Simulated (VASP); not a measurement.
# InAs3 (Im-3m) in VASP: a series of runs

The runs below take InAs3 through relaxation of cell and atoms, single point, with PBE.

Everything below comes from runs of VASP 6.6.1. Logs are shortened: lines on timing, memory, paths and dates and some standing lists are left out, and cuts for length are marked.

**1. The cell of the first run**

It takes space group Im-3m (No. 229, cubic). Conventional cell: a = 6.148 Å, b = 6.148 Å, c = 6.148 Å, α = 90.00°, β = 90.00°, γ = 90.00°. Within 4.0 Å of In (site symmetry m-3m) lie 6 As at 3.07 Å. As (site symmetry 4/mmm) has 2 In at 3.07 Å and 4 As at 3.07 Å within 4.0 Å.

**2. Relaxation of cell and atoms, PBE**

Input file INCAR:

```
SYSTEM = InAs3
ALGO     = Normal         ! electronic algorithm
EDIFF    = 1E-6           ! SCF threshold, eV
EDIFFG   = -0.04          ! ionic threshold
ENCUT    = 600            ! plane-wave cutoff, eV
GGA      = PE             ! functional
IBRION   = 2              ! ionic algorithm
ISIF     = 3              ! what is computed and relaxed
ISMEAR   = 0              ! smearing method
LASPH    = .True.         ! aspherical terms in the spheres
LCHARG   = .False.        ! write CHGCAR
LREAL    = .False.        ! projectors in reciprocal space
LWAVE    = .False.        ! write WAVECAR
NELM     = 100            ! most SCF steps
NSW      = 90             ! ionic steps
PREC     = Accurate       ! precision mode
SIGMA    = 0.1            ! smearing width, eV
```

Input file KPOINTS:

```
k-points
0
Gamma
  4 4 4
  0 0 0
```

Input file POSCAR:

```
InAs3
1.0
   -3.0738742600      3.0738742600      3.0738742600
    3.0738742600     -3.0738742600      3.0738742600
    3.0738742600      3.0738742600     -3.0738742600
In As
1 3
Direct
    0.0000000000      0.0000000000      0.0000000000
    0.0000000000      0.5000000000      0.5000000000
    0.5000000000      0.0000000000      0.5000000000
    0.5000000000      0.5000000000      0.0000000000
```

Potentials or basis: VASP PAW PBE potentials, release 64 (In_d, As).

Started as:

```bash
$ cat potpaw_PBE.64/In_d/POTCAR potpaw_PBE.64/As/POTCAR > POTCAR
$ mpirun -np 1 vasp_std > vasp.out
```

OUTCAR:

```text
SYSTEM = InAs3
   EDIFF = 1E-6
   EDIFFG = -0.04
   ENCUT = 600
   GGA = PE
   IBRION = 2
   ISIF = 3
   ISMEAR = 0
   LASPH = .True.
   LREAL = .False.
   NELM = 100
   NSW = 90
   PREC = Accurate

 ion  position               nearest neighbor table
   1  0.000  0.000  0.000-   2 3.07   3 3.07   4 3.07   2 3.07   3 3.07   4 3.07
   2  0.000  0.500  0.500-   1 3.07   1 3.07
   3  0.500  0.000  0.500-   1 3.07   1 3.07
   4  0.500  0.500  0.000-   1 3.07   1 3.07

  LATTYP: Found a body centered cubic cell.
 ALAT       =     6.1477485200

  Lattice vectors:

 A1 = (  -3.0738742600,   3.0738742600,   3.0738742600)
 A2 = (   3.0738742600,  -3.0738742600,   3.0738742600)
 A3 = (   3.0738742600,   3.0738742600,  -3.0738742600)

Analysis of symmetry for initial positions (statically):
=====================================================================
 Subroutine PRICEL returns:
 Original cell was already a primitive cell.

 Routine SETGRP: Setting up the symmetry group for a
 body centered cubic supercell.

 Subroutine GETGRP returns: Found 48 space group operations
 (whereof 48 operations were pure point group operations)
 out of a pool of 48 trial point group operations.

The static configuration has the point symmetry O_h .

Analysis of symmetry for dynamics (positions and initial velocities):
=====================================================================
 Subroutine PRICEL returns:
 Original cell was already a primitive cell.

 Routine SETGRP: Setting up the symmetry group for a
 body centered cubic supercell.

 Subroutine GETGRP returns: Found 48 space group operations
 (whereof 48 operations were pure point group operations)
 out of a pool of 48 trial point group operations.

The dynamic configuration has the point symmetry O_h .

 Subroutine INISYM returns: Found 48 space group operations
 (whereof 48 operations are pure point group operations),
 and found     1 'primitive' translations

----------------------------------------------------------------------------------------

                                     Primitive cell

  volume of cell :     116.1765

  direct lattice vectors                    reciprocal lattice vectors
    -3.073874260  3.073874260  3.073874260     0.000000000  0.162661175  0.162661175
     3.073874260 -3.073874260  3.073874260     0.162661175  0.000000000  0.162661175
     3.073874260  3.073874260 -3.073874260     0.162661175  0.162661175  0.000000000

  length of vectors
     5.324106394  5.324106394  5.324106394     0.230037640  0.230037640  0.230037640

  position of ions in fractional coordinates (direct lattice)
     0.000000000  0.000000000  0.000000000
     0.000000000  0.500000000  0.500000000
     0.500000000  0.000000000  0.500000000
     0.500000000  0.500000000  0.000000000

  ion indices of the primitive-cell ions
   primitive index   ion index
                 1           1
                 2           2
                 3           3
                 4           4

----------------------------------------------------------------------------------------

 KPOINTS: k-points

Automatic generation of k-mesh.
 Grid dimensions read from file:
 generate k-points for:    4    4    4

 Generating k-lattice:

  Cartesian coordinates                     Fractional coordinates (reciprocal lattice)
     0.000000000  0.040665294  0.040665294     0.250000000  0.000000000  0.000000000
     0.040665294  0.000000000  0.040665294     0.000000000  0.250000000  0.000000000
     0.040665294  0.040665294  0.000000000     0.000000000  0.000000000  0.250000000

  Length of vectors
     0.057509410  0.057509410  0.057509410

  Shift w.r.t. Gamma in fractional coordinates (k-lattice)
     0.000000000  0.000000000  0.000000000

 Subroutine IBZKPT returns following result:
 ===========================================

 Found      8 irreducible k-points:

 Following reciprocal coordinates:
            Coordinates               Weight
  0.000000  0.000000  0.000000      1.000000
  0.250000  0.000000  0.000000     12.000000
  0.500000  0.000000  0.000000      6.000000
  0.250000  0.250000  0.000000     24.000000
  0.250000  0.250000  0.250000      2.000000
 -0.250000  0.250000  0.250000      6.000000
  0.500000  0.500000  0.250000     12.000000
  0.500000  0.500000  0.500000      1.000000
   k-points           NKPTS =      8   k-points in BZ     NKDIM =      8   number of bands    NBANDS=     18
   number of dos      NEDOS =    301   number of ions     NIONS =      4
   total plane-waves  NPLWV = 110592
   dimension x,y,z NGX =    48 NGY =   48 NGZ =   48
   dimension x,y,z NGXF=    96 NGYF=   96 NGZF=   96
   ions per type =               1   3
   NGX,Y,Z   is equivalent  to a cutoff of  14.99, 14.99, 14.99 a.u.
   NGXF,Y,Z  is equivalent  to a cutoff of  29.98, 29.98, 29.98 a.u.
 SYSTEM =  InAs3
   PREC   = accura    normal or accurate (medium, high low for compatibility)
   ISTART =      0    job   : 0-new  1-cont  2-samecut
   ICHARG =      2    charge: 1-file 2-atom 10-const
   ISPIN  =      1    spin polarized calculation?
   LNONCOLLINEAR =      F non collinear calculations
   LSORBIT =      F    spin-orbit coupling
   LASPH  =      T    aspherical Exc in radial PAW
   ENCUT  =  600.0 eV  44.10 Ry    6.64 a.u.  10.63 10.63 10.63*2*pi/ulx,y,z
   NELM   =    100;   NELMIN=  2; NELMDL= -5     # of ELM steps
   EDIFF  = 0.1E-05   stopping-criterion for ELM
   LREAL  =      F    real-space projection
   EDIFFG = -.4E-01   stopping-criterion for IOM
   NSW    =     90    number of steps for IOM
   IBRION =      2    ionic relax: 0-MD 1-quasi-New 2-CG
   NFREE  =      1    steps in history (QN), initial steepest desc. (CG)
   ISIF   =      3    stress and relaxation
   ISYM   =      2    0-nonsym 1-usesym 2-fastsym
   POTIM  = 0.5000    time-step for ionic-motion
   TEBEG  =    0.0;   TEEND  =   0.0 temperature during run
   PSTRESS=    0.0 pullay stress
   NELECT =      28.0000    total number of electrons
   NUPDOWN=      -1.0000    fix difference up-down
   EMIN   =  10.00;   EMAX   =-10.00  energy-range for DOS
   EFERMI =   0.00;   METHOD = LEGACY
   ISMEAR =     0;   SIGMA  =   0.10  broadening in eV -4-tet -1-fermi 0-gaus
   EFERMI_NEDOS =   21; number of points for ismear=-14 and -15
   IALGO  =     38    algorithm
   IMIX   =      4    mixing-type and parameters
     AMIX     =   0.40;   BMIX     =  1.00
     AMIX_MAG =   1.60;   BMIX_MAG =  1.00
  volume/ion in A,a.u.               =      29.04       196.00
  Fermi-wavevector in a.u.,A,eV,Ry     =   1.018798  1.925249 14.122158  1.037949
  Thomas-Fermi vector in A             =   2.152276
   LORBIT       =      0    0 simple, 1 ext, 2 COOP (PROOUT), +10 PAW based schemes
   GGA     = PE    functional components
   LHFCALC =     F    Hartree Fock is set to
   AEXX    =    0.0000 exact exchange contribution
   IVDW    =     0    specifies the selected vdW correction
   LEPSILON=     F    determine dielectric tensor
   LRPA    =     F    only Hartree local field effects (RPA)
 conjugate gradient relaxation of ions
 non-spin polarized calculation
 Gauss-broadening in eV      SIGMA  =   0.10
  energy-cutoff  :      600.00
  volume of cell :      116.18
 maximum number of plane-waves:      3925
 NGX is ok and might be reduce to    48
   NGX = 21   NGY = 21   NGZ = 21

--------------------------------------- Ionic step        1  -------------------------------------------

 number of electron      27.9999996 magnetization

 Free energy of the ion-electron system (eV)
  ---------------------------------------------------
  ext. energy  EPLUGINS =         0.00000000
  ---------------------------------------------------
  free energy    TOTEN  =       -14.86998382 eV

  energy without entropy =      -14.82770175  energy(sigma->0) =      -14.84884278

 E-fermi :   2.9918     XC(G=0):  -9.0251

 val. band max:        2.9876605029   @ k =   0.5000   0.5000   0.2500
 cond. band min:       3.0851784673   @ k =   0.2500   0.2500   0.0000
 fundamental gap:      0.0975179644
 Fermi energy:         2.9918215608

 k-point     1 :       0.0000    0.0000    0.0000
  band No.  band energies     occupation
      1     -11.1404      2.00000
      2     -11.1404      2.00000
      3     -11.0862      2.00000
      4     -11.0862      2.00000
      5     -11.0862      2.00000
      6      -8.6426      2.00000
[... 10 lines left out ...]
     17       6.6527      0.00000
     18       6.6527      0.00000

 k-point     2 :       0.2500    0.0000    0.0000
  band No.  band energies     occupation
      1     -11.1413      2.00000
      2     -11.1334      2.00000
      3     -11.0871      2.00000
      4     -11.0860      2.00000
      5     -11.0840      2.00000
      6      -8.3068      2.00000
[... 10 lines left out ...]
     17       5.0953      0.00000
     18       6.7933      0.00000
[... 175 lines left out ...]
 VOLUME and BASIS-vectors are now :
 -----------------------------------------------------------------------------
  energy-cutoff  :      600.00
  volume of cell :       88.67
      direct lattice vectors                 reciprocal lattice vectors
    -2.809141745  2.809141745  2.809141745     0.000000000  0.177990306  0.177990306
     2.809141745 -2.809141745  2.809141745     0.177990306  0.000000000  0.177990306
     2.809141745  2.809141745 -2.809141745     0.177990306  0.177990306  0.000000000

 POSITION                                       TOTAL-FORCE (eV/Angst)
 -----------------------------------------------------------------------------------
     -2.80914      2.80914      2.80914        -0.000000      0.000000     -0.000000
      0.00000      2.80914      2.80914        -0.000000     -0.000000      0.000000
      0.00000      2.80914      0.00000         0.000000     -0.000000      0.000000
      0.00000      0.00000      2.80914        -0.000000     -0.000000      0.000000
 -----------------------------------------------------------------------------------
    total drift:                                0.000000      0.000000     -0.000000

  FREE ENERGIE OF THE ION-ELECTRON SYSTEM (eV)
  ---------------------------------------------------
  free  energy   TOTEN  =       -16.0214432917 eV

  energy  without entropy=      -16.0030065172  energy(sigma->0) =      -16.01222490

--------------------------------------- Ionic step        3  -------------------------------------------

 number of electron      28.0000003 magnetization

 Free energy of the ion-electron system (eV)
  ---------------------------------------------------
  ext. energy  EPLUGINS =         0.00000000
  ---------------------------------------------------
  free energy    TOTEN  =       -16.02316055 eV

  energy without entropy =      -16.00532527  energy(sigma->0) =      -16.01424291

 E-fermi :   5.7299     XC(G=0): -10.2233

 val. band max:        5.6443206059   @ k =   0.5000   0.5000   0.2500
 cond. band min:       5.7943010963   @ k =   0.5000   0.0000   0.0000
 fundamental gap:      0.1499804904
 Fermi energy:         5.7298713989

 k-point     1 :       0.0000    0.0000    0.0000
  band No.  band energies     occupation
      1      -8.6761      2.00000
      2      -8.6761      2.00000
      3      -8.5312      2.00000
      4      -8.5312      2.00000
      5      -8.5312      2.00000
      6      -7.7222      2.00000
[... 10 lines left out ...]
     17       9.1363      0.00000
     18       9.1363      0.00000

 k-point     2 :       0.2500    0.0000    0.0000
  band No.  band energies     occupation
      1      -8.6871      2.00000
      2      -8.6574      2.00000
      3      -8.5355      2.00000
      4      -8.5320      2.00000
      5      -8.5236      2.00000
      6      -7.2303      2.00000
[... 10 lines left out ...]
     17       8.3426      0.00000
     18      10.2410      0.00000
[... 137 lines left out ...]
 VOLUME and BASIS-vectors are now :
 -----------------------------------------------------------------------------
  energy-cutoff  :      600.00
  volume of cell :       87.90
      direct lattice vectors                 reciprocal lattice vectors
    -2.801016514  2.801016514  2.801016514     0.000000000  0.178506623  0.178506623
     2.801016514 -2.801016514  2.801016514     0.178506623  0.000000000  0.178506623
     2.801016514  2.801016514 -2.801016514     0.178506623  0.178506623  0.000000000

 POSITION                                       TOTAL-FORCE (eV/Angst)
 -----------------------------------------------------------------------------------
      0.00000      0.00000     -0.00000        -0.000000      0.000000     -0.000000
      2.80102      0.00000      0.00000         0.000000     -0.000000     -0.000000
      0.00000      2.80102      0.00000         0.000000      0.000000      0.000000
      0.00000      0.00000      2.80102         0.000000     -0.000000      0.000000
 -----------------------------------------------------------------------------------
    total drift:                               -0.000000      0.000000      0.000000

  FREE ENERGIE OF THE ION-ELECTRON SYSTEM (eV)
  ---------------------------------------------------
  free  energy   TOTEN  =       -16.0231605535 eV

  energy  without entropy=      -16.0053252734  energy(sigma->0) =      -16.01424291

 reached required accuracy - stopping structural energy minimisation
```

Run time: 53 s. Hardware: 1 thread of AMD EPYC 9R45 (Zen 5), shared host; peak memory 0.29 GiB.

What came out:

```
Free energy                            : -16.0232 eV
Relaxed volume                         : 21.98 Å³/atom
Relaxed cell                           : a = 4.852 Å, b = 4.852 Å, c = 4.852 Å, α = 109.47°, β = 109.47°, γ = 109.47°
Space group after relaxing (to 0.05 Å) : Im-3m (No. 229)
Energy gained by relaxing              : 288.3 meV/atom
Ionic steps                            : 3
Pressure after relaxing                : -0.1 GPa
Band gap on the k mesh                 : zero (band 14 reaches 5.86 eV, above the bottom of band 15 at 3.36 eV)
```

Step by step:
| step | energy change (eV) | largest force (eV/Å) | pressure (GPa) | volume (Å³) |
| --- | --- | --- | --- | --- |
| 1 | 0.0000 | 0.0000 | -9.85 | 116.18 |
| 2 | -1.1515 | 0.0000 | -0.62 | 88.67 |
| 3 | -1.1532 | 0.0000 | -0.06 | 87.90 |

Final structure:
```cif
data_structure
_symmetry_space_group_name_H-M 'P 1'
_symmetry_Int_Tables_number 1
_cell_length_a 4.8515
_cell_length_b 4.8515
_cell_length_c 4.8515
_cell_angle_alpha 109.471
_cell_angle_beta 109.471
_cell_angle_gamma 109.471
_cell_volume 87.90
loop_
_atom_site_label
_atom_site_type_symbol
_atom_site_fract_x
_atom_site_fract_y
_atom_site_fract_z
_atom_site_occupancy
In1 In 0.00000 0.00000 0.00000 1
As1 As 0.00000 0.50000 0.50000 1
As2 As 0.50000 0.00000 0.50000 1
As3 As 0.50000 0.50000 0.00000 1
```

Caveat: the k points lie up to 0.40 Å⁻¹ apart in the final cell; the volume moved by over 15 % at a fixed basis, so the end points are rough; spin-orbit coupling is left out, which moves the levels of the heavy elements.

**3. Single point, PBE**

This run uses another cell than the first one, of 22.12 Å³/atom, 0.762 times its volume.

Input file INCAR:

```
SYSTEM = InAs3
ALGO = Normal
EDIFF = 1E-6
ENCUT = 520
GGA = PE
ISIF = 2
ISMEAR = 0
LASPH = .TRUE.
LCHARG = .FALSE.
LREAL = .FALSE.
LWAVE = .FALSE.
NBANDS = 22
NELM = 80
PREC = Accurate
SIGMA = 0.1
```

Input file KPOINTS:

```
k-points
0
G
  12 12 12
  0 0 0
```

Input file POSCAR:

```
InAs3
1.0
   -2.8070865764      2.8070865764      2.8070865764
    2.8070865764     -2.8070865764      2.8070865764
    2.8070865764      2.8070865764     -2.8070865764
In As
1 3
Direct
    0.0000000000      0.0000000000      0.0000000000
    0.0000000000      0.5000000000      0.5000000000
    0.5000000000      0.0000000000      0.5000000000
    0.5000000000      0.5000000000      0.0000000000
```

Potentials or basis: VASP PAW PBE potentials, release 64 (In_d, As).

Started as:

```bash
$ cat potpaw_PBE.64/In_d/POTCAR potpaw_PBE.64/As/POTCAR > POTCAR
$ mpirun -np 1 vasp_std > vasp.out
```

Run time: 72 s. Hardware: 1 thread of AMD EPYC 9R45 (Zen 5), shared host; peak memory 0.26 GiB.

Results (log left out):

- Free energy: -16.3188 eV
- Pressure: 0.1 GPa
- Band gap on the k mesh: zero (band 14 reaches 6.11 eV, above the bottom of band 15 at 3.25 eV)

Levels at points of the mesh, in eV from the Fermi level:
| k point | band 12 | band 13 | band 14 | band 15 | band 16 | band 17 |
| --- | --- | --- | --- | --- | --- | --- |
| (0.00, 0.00, 0.00) | -2.49 | -2.49 | -2.49 | -2.49 | 3.34 | 3.34 |
| (0.50, 0.00, 0.00) | -1.10 | -0.52 | -0.43 | -0.01 | 1.10 | 3.74 |
| (0.50, 0.50, 0.50) | -1.41 | -0.79 | -0.79 | -0.79 | 5.71 | 5.71 |

Caveat: spin-orbit coupling is left out, which moves the levels of the heavy elements.

[end of part 1 of 2]
